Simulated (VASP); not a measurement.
# FeSi (P2_13) in VASP: a series of runs

FeSi is run at these levels: LDA; tasks: relaxation of cell and atoms.

Program: VASP 6.6.1. These are calculated values, not measurements. Logs are shortened: lines on timing, memory, paths and dates and some standing lists are left out, and cuts for length are marked.

## Step 1: The cell of the first run

The structure is cubic, space group P2_13 (No. 198). Conventional cell: a = 4.165 Å, b = 4.165 Å, c = 4.165 Å, α = 90.00°, β = 90.00°, γ = 90.00°. Within 2.9 Å of Fe (site symmetry 3) lie 7 Si at 2.15 to 2.31 Å and 6 Fe at 2.56 Å. Si (site symmetry 3) has 7 Fe at 2.15 to 2.31 Å and 6 Si at 2.58 Å within 2.9 Å.

## Step 2: Relaxation of cell and atoms, LDA, target pressure 80 GPa, at which the enthalpy is minimised

File INCAR:

```
SYSTEM = FeSi
  PREC = Accurate
  ENCUT = 600
  EDIFF = 1E-7
  ISMEAR = 0
  SIGMA = 0.02
  LREAL = .FALSE.
  LASPH = .TRUE.
  NELM = 120
  ALGO = Normal
  ISIF = 3
  LWAVE = .FALSE.
  LCHARG = .FALSE.
  IBRION = 2
  NSW = 80
  EDIFFG = -0.003
  PSTRESS = 800.0
  GGA_COMPAT = .FALSE.
  NELMIN = 4
```

File KPOINTS:

```
regular mesh
0
G
  8 8 8
  0 0 0
```

File POSCAR:

```
FeSi
1.0
    4.1652840699      0.0000000000      0.0000000000
    0.0000000000      4.1652840699      0.0000000000
    0.0000000000      0.0000000000      4.1652840699
Fe Si
4 4
Direct
    0.1415644525      0.1415644525      0.1415644525
    0.3584355475      0.8584355475      0.6415644525
    0.6415644525      0.3584355475      0.8584355475
    0.8584355475      0.6415644525      0.3584355475
    0.8430148682      0.8430148682      0.8430148682
    0.6569851318      0.1569851318      0.3430148682
    0.3430148682      0.6569851318      0.1569851318
    0.1569851318      0.3430148682      0.6569851318
```

Potentials or basis: VASP PAW LDA potentials, release 64 (Fe, Si).

Launch:

```sh
> cat potpaw_LDA.64/Fe/POTCAR potpaw_LDA.64/Si/POTCAR > POTCAR
> mpirun -np 1 vasp_std > vasp.out
```

OUTCAR:

```text
SYSTEM = FeSi
   PREC = Accurate
   ENCUT = 600
   EDIFF = 1E-7
   ISMEAR = 0
   LREAL = .FALSE.
   LASPH = .TRUE.
   NELM = 120
   ISIF = 3
   IBRION = 2
   NSW = 80
   EDIFFG = -0.003
   PSTRESS = 800.0
   NELMIN = 4

 ion  position               nearest neighbor table
   1  0.142  0.142  0.142-   5 2.15   6 2.19   7 2.19   8 2.19   7 2.31   8 2.31   6 2.31   3 2.56
                             4 2.56   2 2.56   2 2.56   4 2.56   3 2.56
   2  0.358  0.858  0.642-   6 2.15   5 2.19   8 2.19   7 2.19   7 2.31   8 2.31   5 2.31   1 2.56
                             1 2.56   3 2.56   3 2.56   4 2.56   4 2.56
   3  0.642  0.358  0.858-   7 2.15   5 2.19   8 2.19   6 2.19   8 2.31   6 2.31   5 2.31   1 2.56
                             4 2.56   2 2.56   2 2.56   4 2.56   1 2.56
   4  0.858  0.642  0.358-   8 2.15   7 2.19   6 2.19   5 2.19   6 2.31   5 2.31   7 2.31   1 2.56
                             3 2.56   2 2.56   1 2.56   2 2.56   3 2.56
   5  0.843  0.843  0.843-   1 2.15   2 2.19   3 2.19   4 2.19   3 2.31   4 2.31   2 2.31   6 2.58
                             7 2.58   8 2.58   6 2.58   8 2.58   7 2.58
   6  0.657  0.157  0.343-   2 2.15   1 2.19   4 2.19   3 2.19   3 2.31   4 2.31   1 2.31   8 2.58
                             5 2.58   5 2.58   7 2.58   7 2.58   8 2.58
   7  0.343  0.657  0.157-   3 2.15   1 2.19   4 2.19   2 2.19   4 2.31   2 2.31   1 2.31   8 2.58
                             5 2.58   8 2.58   6 2.58   6 2.58   5 2.58
   8  0.157  0.343  0.657-   4 2.15   3 2.19   2 2.19   1 2.19   2 2.31   1 2.31   3 2.31   7 2.58
                             5 2.58   7 2.58   5 2.58   6 2.58   6 2.58

  LATTYP: Found a simple cubic cell.
 ALAT       =     4.1652840699

  Lattice vectors:

 A1 = (   4.1652840699,   0.0000000000,   0.0000000000)
 A2 = (   0.0000000000,   4.1652840699,   0.0000000000)
 A3 = (   0.0000000000,   0.0000000000,   4.1652840699)

Analysis of symmetry for initial positions (statically):
=====================================================================
 Subroutine PRICEL returns:
 Original cell was already a primitive cell.

 Routine SETGRP: Setting up the symmetry group for a
 simple cubic supercell.

 Subroutine GETGRP returns: Found 12 space group operations
 (whereof  3 operations were pure point group operations)
 out of a pool of 48 trial point group operations.

The static configuration has the point symmetry C_3 .
 The point group associated with its full space group is T   .

Analysis of symmetry for dynamics (positions and initial velocities):
=====================================================================
 Subroutine PRICEL returns:
 Original cell was already a primitive cell.

 Routine SETGRP: Setting up the symmetry group for a
 simple cubic supercell.

 Subroutine GETGRP returns: Found 12 space group operations
 (whereof  3 operations were pure point group operations)
 out of a pool of 48 trial point group operations.

The dynamic configuration has the point symmetry C_3 .
 The point group associated with its full space group is T   .

 Subroutine INISYM returns: Found 12 space group operations
 (whereof  3 operations are pure point group operations),
 and found     1 'primitive' translations

----------------------------------------------------------------------------------------

                                     Primitive cell

  volume of cell :      72.2660

  direct lattice vectors                    reciprocal lattice vectors
     4.165284070  0.000000000  0.000000000     0.240079664  0.000000000  0.000000000
     0.000000000  4.165284070  0.000000000     0.000000000  0.240079664  0.000000000
     0.000000000  0.000000000  4.165284070     0.000000000  0.000000000  0.240079664

  length of vectors
     4.165284070  4.165284070  4.165284070     0.240079664  0.240079664  0.240079664

  position of ions in fractional coordinates (direct lattice)
     0.141564452  0.141564452  0.141564452
     0.358435548  0.858435548  0.641564452
     0.641564452  0.358435548  0.858435548
     0.858435548  0.641564452  0.358435548
     0.843014868  0.843014868  0.843014868
     0.656985132  0.156985132  0.343014868
     0.343014868  0.656985132  0.156985132
     0.156985132  0.343014868  0.656985132

  ion indices of the primitive-cell ions
   primitive index   ion index
                 1           1
                 2           2
                 3           3
                 4           4
                 5           5
                 6           6
                 7           7
                 8           8

----------------------------------------------------------------------------------------

 KPOINTS: regular mesh

Automatic generation of k-mesh.
 Grid dimensions read from file:
 generate k-points for:    8    8    8

 Generating k-lattice:

  Cartesian coordinates                     Fractional coordinates (reciprocal lattice)
     0.030009958  0.000000000  0.000000000     0.125000000  0.000000000  0.000000000
     0.000000000  0.030009958  0.000000000     0.000000000  0.125000000  0.000000000
     0.000000000  0.000000000  0.030009958     0.000000000  0.000000000  0.125000000

  Length of vectors
     0.030009958  0.030009958  0.030009958

  Shift w.r.t. Gamma in fractional coordinates (k-lattice)
     0.000000000  0.000000000  0.000000000

 Subroutine IBZKPT returns following result:
 ===========================================

 Found     45 irreducible k-points:

 Following reciprocal coordinates:
            Coordinates               Weight
  0.000000  0.000000  0.000000      1.000000
  0.125000  0.000000  0.000000      6.000000
  0.250000  0.000000  0.000000      6.000000
  0.375000  0.000000  0.000000      6.000000
  0.500000  0.000000  0.000000      3.000000
  0.125000  0.125000  0.000000     12.000000
[... 16 lines left out ...]
  0.250000  0.125000  0.125000     24.000000
  0.375000  0.125000  0.125000     24.000000
 [... further k-points ...]
   k-points           NKPTS =     45   k-points in BZ     NKDIM =     45   number of bands    NBANDS=     29
   number of dos      NEDOS =    301   number of ions     NIONS =      8
   total plane-waves  NPLWV =  46656
   dimension x,y,z NGX =    36 NGY =   36 NGZ =   36
   dimension x,y,z NGXF=    72 NGYF=   72 NGZF=   72
   ions per type =               4   4
   NGX,Y,Z   is equivalent  to a cutoff of  14.37, 14.37, 14.37 a.u.
   NGXF,Y,Z  is equivalent  to a cutoff of  28.74, 28.74, 28.74 a.u.
 SYSTEM =  FeSi
   PREC   = accura    normal or accurate (medium, high low for compatibility)
   ISTART =      0    job   : 0-new  1-cont  2-samecut
   ICHARG =      2    charge: 1-file 2-atom 10-const
   ISPIN  =      1    spin polarized calculation?
   LNONCOLLINEAR =      F non collinear calculations
   LSORBIT =      F    spin-orbit coupling
   LASPH  =      T    aspherical Exc in radial PAW
   ENCUT  =  600.0 eV  44.10 Ry    6.64 a.u.   8.32  8.32  8.32*2*pi/ulx,y,z
   NELM   =    120;   NELMIN=  4; NELMDL= -5     # of ELM steps
   EDIFF  = 0.1E-06   stopping-criterion for ELM
   LREAL  =      F    real-space projection
   EDIFFG = -.3E-02   stopping-criterion for IOM
   NSW    =     80    number of steps for IOM
   IBRION =      2    ionic relax: 0-MD 1-quasi-New 2-CG
   NFREE  =      1    steps in history (QN), initial steepest desc. (CG)
   ISIF   =      3    stress and relaxation
   ISYM   =      2    0-nonsym 1-usesym 2-fastsym
   POTIM  = 0.5000    time-step for ionic-motion
   TEBEG  =    0.0;   TEEND  =   0.0 temperature during run
   PSTRESS=  800.0 pullay stress
   NELECT =      48.0000    total number of electrons
   NUPDOWN=      -1.0000    fix difference up-down
   EMIN   =  10.00;   EMAX   =-10.00  energy-range for DOS
   EFERMI =   0.00;   METHOD = LEGACY
   ISMEAR =     0;   SIGMA  =   0.02  broadening in eV -4-tet -1-fermi 0-gaus
   EFERMI_NEDOS =   21; number of points for ismear=-14 and -15
   IALGO  =     38    algorithm
   IMIX   =      4    mixing-type and parameters
     AMIX     =   0.40;   BMIX     =  1.00
     AMIX_MAG =   1.60;   BMIX_MAG =  1.00
  volume/ion in A,a.u.               =       9.03        60.96
  Fermi-wavevector in a.u.,A,eV,Ry     =   1.428381  2.699248 27.759575  2.040271
  Thomas-Fermi vector in A             =   2.548449
   LORBIT       =      0    0 simple, 1 ext, 2 COOP (PROOUT), +10 PAW based schemes
   GGA     = CA    functional components
   LHFCALC =     F    Hartree Fock is set to
   AEXX    =    0.0000 exact exchange contribution
   IVDW    =     0    specifies the selected vdW correction
   LEPSILON=     F    determine dielectric tensor
   LRPA    =     F    only Hartree local field effects (RPA)
 conjugate gradient relaxation of ions
 non-spin polarized calculation
 Gauss-broadening in eV      SIGMA  =   0.02
  energy-cutoff  :      600.00
  volume of cell :       72.27
 maximum number of plane-waves:      2469
 NGX is ok and might be reduce to    36
   NGX = 17   NGY = 17   NGZ = 17

--------------------------------------- Ionic step        1  -------------------------------------------

 number of electron      48.0000001 magnetization

 Free energy of the ion-electron system (eV)
  ---------------------------------------------------
  ext. energy  EPLUGINS =         0.00000000
  ---------------------------------------------------
  free energy    TOTEN  =       -64.95064385 eV

  energy without entropy =      -64.95064378  energy(sigma->0) =      -64.95064381

------------------------ aborting loop because EDIFF is reached ----------------------------------------

  FORCE on cell =-STRESS in cart. coord.  units (eV):
  Direction    XX          YY          ZZ          XY          YZ          ZX
  --------------------------------------------------------------------------------------
  -------------------------------------------------------------------------------------
  Total       23.3878142     23.3878142     23.3878142     -0.0000000      0.0000000      0.0000000
  in kB      518.5209902    518.5209902    518.5209902     -0.0000000      0.0000000      0.0000000
  external PRESSURE =    -281.4790098 kB  Pullay stress =     800.0000000 kB
[... 337 lines left out ...]
  enthalpy is  TOTEN    =       -29.2147314889 eV   P V=       34.2272838302

--------------------------------------- Ionic step        9  -------------------------------------------

 number of electron      48.0000010 magnetization

 Free energy of the ion-electron system (eV)
  ---------------------------------------------------
  ext. energy  EPLUGINS =         0.00000000
  ---------------------------------------------------
  free energy    TOTEN  =       -63.40873273 eV

  energy without entropy =      -63.40873265  energy(sigma->0) =      -63.40873269

 E-fermi :  13.3641     XC(G=0): -14.2594

 val. band max:       13.3058055399   @ k =   0.5000   0.0000   0.0000
 cond. band min:      13.4257202111   @ k =   0.3750   0.1250   0.1250
 fundamental gap:      0.1199146712
 Fermi energy:        13.3640887064

 k-point     1 :       0.0000    0.0000    0.0000
  band No.  band energies     occupation
      1      -1.9520      2.00000
      2       4.1740      2.00000
      3       4.1740      2.00000
      4       4.1740      2.00000
      5       7.1487      2.00000
      6       7.1487      2.00000
[... 757 lines left out ...]
     28      16.3958      0.00000
     29      16.8650      0.00000

 [... further k-points ...]
[... 5 lines left out ...]
  --------------------------------------------------------------------------------------
  -------------------------------------------------------------------------------------
  Total       34.1896438     34.1896438     34.1896438     -0.0000000     -0.0000000     -0.0000000
  in kB      799.9007891    799.9007891    799.9007891     -0.0000000     -0.0000000     -0.0000000
  external PRESSURE =      -0.0992109 kB  Pullay stress =     800.0000000 kB
[... 23 lines left out ...]
  FREE ENERGIE OF THE ION-ELECTRON SYSTEM (eV)
  ---------------------------------------------------
  free  energy   TOTEN  =       -63.4087327271 eV

  energy  without entropy=      -63.4087326459  energy(sigma->0) =      -63.40873269

  enthalpy is  TOTEN    =       -29.2148484610 eV   P V=       34.1938842661

 reached required accuracy - stopping structural energy minimisation
```

Wall time 17 min (1 thread of Oxide Virtual Turin-like, shared host); peak memory 0.21 GiB.

What came out:

```yaml
Free_energy: -63.4087 eV
Relaxed_volume: 8.56 Å³/atom
Relaxed_cell: a = 4.091 Å, b = 4.091 Å, c = 4.091 Å, α = 90.00°, β = 90.00°, γ = 90.00°
Space_group_after_relaxing_to_0.1_Å: P2_13 (No. 198)
Energy_change_on_relaxing_the_run_minimises_the_enthalpy: +192.7 meV/atom
Ionic_steps: 9
Pressure_after_relaxing: 80.0 GPa
Band_gap_on_the_k_mesh: 0.12 eV (least direct gap 0.15 eV)
```

Step by step:
```csv
step,energy change (eV),largest force (eV/Å),pressure (GPa),volume (Å³)
1,0.0000,0.0564,51.85,72.27
2,12.1292,1.2116,233.35,56.91
3,1.3782,0.2497,77.57,68.83
4,1.4963,0.2641,79.58,68.59
5,1.5323,0.2685,80.18,68.51
6,1.5565,0.0197,80.22,68.45
7,1.5542,0.0012,80.21,68.46
8,1.5086,0.0038,79.45,68.55
9,1.5419,0.0003,79.99,68.48
```

Final structure:
```
Fe Si
1.0
     4.09125    0.00000    0.00000
     0.00000    4.09125    0.00000
     0.00000    0.00000    4.09125
Fe Si
4 4
Cartesian
  0.5853 0.5853 0.5853
  1.4603 3.5059 2.6309
  2.6309 1.4603 3.5059
  3.5059 2.6309 1.4603
  3.4515 3.4515 3.4515
  2.6854 0.6398 1.4058
  1.4058 2.6854 0.6398
  0.6398 1.4058 2.6854
```

Caveat: the cell is relaxed towards a set pressure, so the run minimises the enthalpy, not the energy.

(Continued in part 2 of 2.)
